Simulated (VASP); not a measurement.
# MgS (F-43m) in VASP: single point with PBEsol

Aim: the single point of MgS with PBEsol.

Everything below comes from runs of VASP 6.6.1. Logs are shortened: lines on timing, memory, paths and dates and some standing lists are left out, and cuts for length are marked.

## 1. The cell of the first run

It takes space group F-43m (No. 216, cubic). The conventional cell has a = 5.652 Å, b = 5.652 Å, c = 5.652 Å, α = 90.00°, β = 90.00°, γ = 90.00°. Mg (site symmetry -43m) has 4 S at 2.45 Å within 3.2 Å. Within 3.2 Å of S (site symmetry -43m) lie 4 Mg at 2.45 Å.

## 2. Single point, PBEsol

The input, INCAR:

```
SYSTEM = MgS
  PREC = Accurate
  ENCUT = 600
  EDIFF = 1E-6
  ISMEAR = 0
  SIGMA = 0.02
  LREAL = .False.
  LASPH = .True.
  NELM = 120
  ALGO = Normal
  ISIF = 2
  LWAVE = .False.
  LCHARG = .False.
  GGA = PS
  NBANDS = 11
  GGA_COMPAT = .False.
```

The input, KPOINTS:

```
regular mesh
0
Gamma
  8 8 8
  0 0 0
```

The input, POSCAR:

```
MgS
1.0
    0.0000000000      2.8258920328      2.8258920328
    2.8258920328      0.0000000000      2.8258920328
    2.8258920328      2.8258920328      0.0000000000
Mg S
1 1
Direct
    0.0000000000      0.0000000000      0.0000000000
    0.2500000000      0.2500000000      0.2500000000
```

Potentials or basis: VASP PAW PBE potentials, release 64 (Mg, S).

The run is started by

```sh
> cat potpaw_PBE.64/Mg/POTCAR potpaw_PBE.64/S/POTCAR > POTCAR
> mpirun -np 1 vasp_std > vasp.out
```

OUTCAR:

```text
SYSTEM = MgS
   PREC = Accurate
   ENCUT = 600
   EDIFF = 1E-6
   ISMEAR = 0
   LREAL = .False.
   LASPH = .True.
   NELM = 120
   ISIF = 2
   GGA = PS

 ion  position               nearest neighbor table
   1  0.000  0.000  0.000-   2 2.45   2 2.45   2 2.45   2 2.45
   2  0.250  0.250  0.250-   1 2.45   1 2.45   1 2.45   1 2.45

  LATTYP: Found a face centered cubic cell.
 ALAT       =     5.6517840656

  Lattice vectors:

 A1 = (   0.0000000000,   2.8258920328,   2.8258920328)
 A2 = (   2.8258920328,   0.0000000000,   2.8258920328)
 A3 = (   2.8258920328,   2.8258920328,   0.0000000000)

Analysis of symmetry for initial positions (statically):
=====================================================================
 Subroutine PRICEL returns:
 Original cell was already a primitive cell.

 Routine SETGRP: Setting up the symmetry group for a
 face centered cubic supercell.

 Subroutine GETGRP returns: Found 24 space group operations
 (whereof 24 operations were pure point group operations)
 out of a pool of 48 trial point group operations.

The static configuration has the point symmetry T_d .

Analysis of symmetry for dynamics (positions and initial velocities):
=====================================================================
 Subroutine PRICEL returns:
 Original cell was already a primitive cell.

 Routine SETGRP: Setting up the symmetry group for a
 face centered cubic supercell.

 Subroutine GETGRP returns: Found 24 space group operations
 (whereof 24 operations were pure point group operations)
 out of a pool of 48 trial point group operations.

The dynamic configuration has the point symmetry T_d .

 Subroutine INISYM returns: Found 24 space group operations
 (whereof 24 operations are pure point group operations),
 and found     1 'primitive' translations

----------------------------------------------------------------------------------------

                                     Primitive cell

  volume of cell :      45.1333

  direct lattice vectors                    reciprocal lattice vectors
     0.000000000  2.825892033  2.825892033    -0.176935281  0.176935281  0.176935281
     2.825892033  0.000000000  2.825892033     0.176935281 -0.176935281  0.176935281
     2.825892033  2.825892033  0.000000000     0.176935281  0.176935281 -0.176935281

  length of vectors
     3.996414839  3.996414839  3.996414839     0.306460896  0.306460896  0.306460896

  position of ions in fractional coordinates (direct lattice)
     0.000000000  0.000000000  0.000000000
     0.250000000  0.250000000  0.250000000

  ion indices of the primitive-cell ions
[... 79 lines left out ...]
   IBRION =     -1    ionic relax: 0-MD 1-quasi-New 2-CG
   NFREE  =      0    steps in history (QN), initial steepest desc. (CG)
   ISIF   =      2    stress and relaxation
   ISYM   =      2    0-nonsym 1-usesym 2-fastsym
   POTIM  = 0.5000    time-step for ionic-motion
   TEBEG  =    0.0;   TEEND  =   0.0 temperature during run
   PSTRESS=    0.0 pullay stress
   NELECT =       8.0000    total number of electrons
   NUPDOWN=      -1.0000    fix difference up-down
   EMIN   =  10.00;   EMAX   =-10.00  energy-range for DOS
   EFERMI =   0.00;   METHOD = LEGACY
   ISMEAR =     0;   SIGMA  =   0.02  broadening in eV -4-tet -1-fermi 0-gaus
   EFERMI_NEDOS =   21; number of points for ismear=-14 and -15
   IALGO  =     38    algorithm
   IMIX   =      4    mixing-type and parameters
     AMIX     =   0.40;   BMIX     =  1.00
     AMIX_MAG =   1.60;   BMIX_MAG =  1.00
  volume/ion in A,a.u.               =      22.57       152.29
  Fermi-wavevector in a.u.,A,eV,Ry     =   0.919615  1.737820 11.506329  0.845691
  Thomas-Fermi vector in A             =   2.044828
   LORBIT       =      0    0 simple, 1 ext, 2 COOP (PROOUT), +10 PAW based schemes
   GGA     = PS    functional components
   LHFCALC =     F    Hartree Fock is set to
   AEXX    =    0.0000 exact exchange contribution
   IVDW    =     0    specifies the selected vdW correction
   LEPSILON=     F    determine dielectric tensor
   LRPA    =     F    only Hartree local field effects (RPA)
 non-spin polarized calculation
 Gauss-broadening in eV      SIGMA  =   0.02
  energy-cutoff  :      600.00
  volume of cell :       45.13
 maximum number of plane-waves:      1540
   NGX = 15   NGY = 15   NGZ = 15

 number of electron       8.0000000 magnetization

 Free energy of the ion-electron system (eV)
  ---------------------------------------------------
  ext. energy  EPLUGINS =         0.00000000
  ---------------------------------------------------
  free energy    TOTEN  =        -8.91806451 eV

  energy without entropy =       -8.91806451  energy(sigma->0) =       -8.91806451

 E-fermi :   1.1628     XC(G=0):  -8.5974

 val. band max:        1.0344308359   @ k =   0.0000   0.0000   0.0000
 cond. band min:       4.3566554833   @ k =   0.0000   0.0000   0.0000
 fundamental gap:      3.3222246473
 Fermi energy:         1.1627832862

 k-point     1 :       0.0000    0.0000    0.0000
  band No.  band energies     occupation
      1     -10.2524      2.00000
      2       1.0344      2.00000
      3       1.0344      2.00000
      4       1.0344      2.00000
      5       4.3567      0.00000
      6       8.9208      0.00000
      7       8.9208      0.00000
      8       8.9208      0.00000
      9      11.8293      0.00000
     10      11.8293      0.00000
     11      14.6249      0.00000
[... 309 lines left out ...]
 k-point    24 :      -0.3750    0.2500    0.1250
  band No.  band energies     occupation
      1      -9.4371      2.00000
      2      -1.8052      2.00000
      3      -0.2939      2.00000
      4       0.3719      2.00000
      5       6.9663      0.00000
      6       7.4295      0.00000
      7       9.7142      0.00000
      8       9.8088      0.00000
      9      12.3724      0.00000
     10      13.7892      0.00000
     11      15.2107      0.00000

 [... further k-points ...]
[... 5 lines left out ...]
  --------------------------------------------------------------------------------------
  -------------------------------------------------------------------------------------
  Total       -0.0202175     -0.0202175     -0.0202175      0.0000000     -0.0000000      0.0000000
  in kB       -0.7176977     -0.7176977     -0.7176977      0.0000000     -0.0000000      0.0000000
  external PRESSURE =      -0.7176977 kB  Pullay stress =       0.0000000 kB

 VOLUME and BASIS-vectors are now :
 -----------------------------------------------------------------------------
  energy-cutoff  :      600.00
  volume of cell :       45.13
      direct lattice vectors                 reciprocal lattice vectors
     0.000000000  2.825892033  2.825892033    -0.176935281  0.176935281  0.176935281
     2.825892033  0.000000000  2.825892033     0.176935281 -0.176935281  0.176935281
     2.825892033  2.825892033  0.000000000     0.176935281  0.176935281 -0.176935281

 POSITION                                       TOTAL-FORCE (eV/Angst)
 -----------------------------------------------------------------------------------
      0.00000      0.00000      0.00000         0.000000     -0.000000     -0.000000
      1.41295      1.41295      1.41295        -0.000000      0.000000      0.000000
 -----------------------------------------------------------------------------------
    total drift:                               -0.000000     -0.000000     -0.000000

  FREE ENERGIE OF THE ION-ELECTRON SYSTEM (eV)
  ---------------------------------------------------
  free  energy   TOTEN  =        -8.9180645125 eV

  energy  without entropy=       -8.9180645125  energy(sigma->0) =       -8.91806451
```

OSZICAR:

```text
N       E                     dE             d eps       ncg     rms          rms(c)
DAV:   1     0.261168934071E+02    0.26117E+02   -0.36635E+03   646   0.646E+02
DAV:   2    -0.717235777207E+01   -0.33289E+02   -0.31642E+02   748   0.102E+02
DAV:   3    -0.938305099405E+01   -0.22107E+01   -0.22066E+01   805   0.288E+01
DAV:   4    -0.940134830616E+01   -0.18297E-01   -0.18295E-01   753   0.315E+00
DAV:   5    -0.940156463259E+01   -0.21633E-03   -0.21632E-03   797   0.343E-01    0.374E+00
DAV:   6    -0.895619382995E+01    0.44537E+00   -0.10953E+00   692   0.384E+00    0.272E+00
DAV:   7    -0.891685993082E+01    0.39334E-01   -0.23129E-01   754   0.191E+00    0.205E+00
DAV:   8    -0.891868693753E+01   -0.18270E-02   -0.14899E-02   722   0.739E-01    0.105E+00
DAV:   9    -0.891797735905E+01    0.70958E-03   -0.18277E-03   737   0.213E-01    0.359E-01
DAV:  10    -0.891805260792E+01   -0.75249E-04   -0.23259E-04   740   0.741E-02    0.314E-02
DAV:  11    -0.891806512898E+01   -0.12521E-04   -0.12257E-05   746   0.184E-02    0.514E-02
DAV:  12    -0.891806451254E+01    0.61643E-06   -0.13757E-06   769   0.513E-03
   1 F= -.89180645E+01 E0= -.89180645E+01  d E =-.857978E-22
```

It took 19 s on 1 thread of Intel Xeon 8259CL, shared host; peak memory 0.18 GiB.

What came out:

```
Free energy            : -8.9181 eV
Pressure               : -0.1 GPa
Band gap on the k mesh : 3.32 eV
```

Levels at points of the mesh, in eV from the valence-band top:
```csv
k point,band 2,band 3,band 4,band 5,band 6,band 7
"(0.00, 0.00, 0.00)",0.00,0.00,0.00,3.32,7.89,7.89
"(0.50, 0.00, 0.00)",-3.20,-0.33,-0.33,5.01,7.55,7.55
"(0.50, 0.50, 0.00)",-2.87,-1.06,-1.06,3.71,5.55,11.08
```

Caveat: the PAW data sets were made with another functional, which shifts forces and pressure a little. A k mesh can miss the band edges.
